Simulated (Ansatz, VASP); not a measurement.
Si: VASP beside Ansatz

```
Si
1.0
     0.00000    2.67831    2.67831
     2.67831    0.00000    2.67831
     2.67831    2.67831    0.00000
Si
2
Direct
  0.00000 0.00000 0.00000
  0.25000 0.25000 0.25000
```

Alike in both runs: task single point; functional PBE; k mesh 12 × 12 × 12; no spin polarisation.

|  | VASP | Ansatz |
| --- | --- | --- |
| version | VASP 6.6.1 | Ansatz 0.2.0 |
| potentials or method | VASP PAW PBE potentials, release 64 (Si), cutoff 500 eV | scalar-relativistic, plane waves, PAW |
| occupations | gaussian, width 0.01 eV | fixed |
| valence electrons in the cell | 8 | 8 |

```tsv
	VASP	Ansatz	Ansatz less VASP
gap on the k mesh at the Fermi level (eV)	0.50	0.49	-0.002
least direct gap on the mesh (eV)	2.58	2.58	-0.005
pressure (GPa)	6.3	6.4	+0.08
```
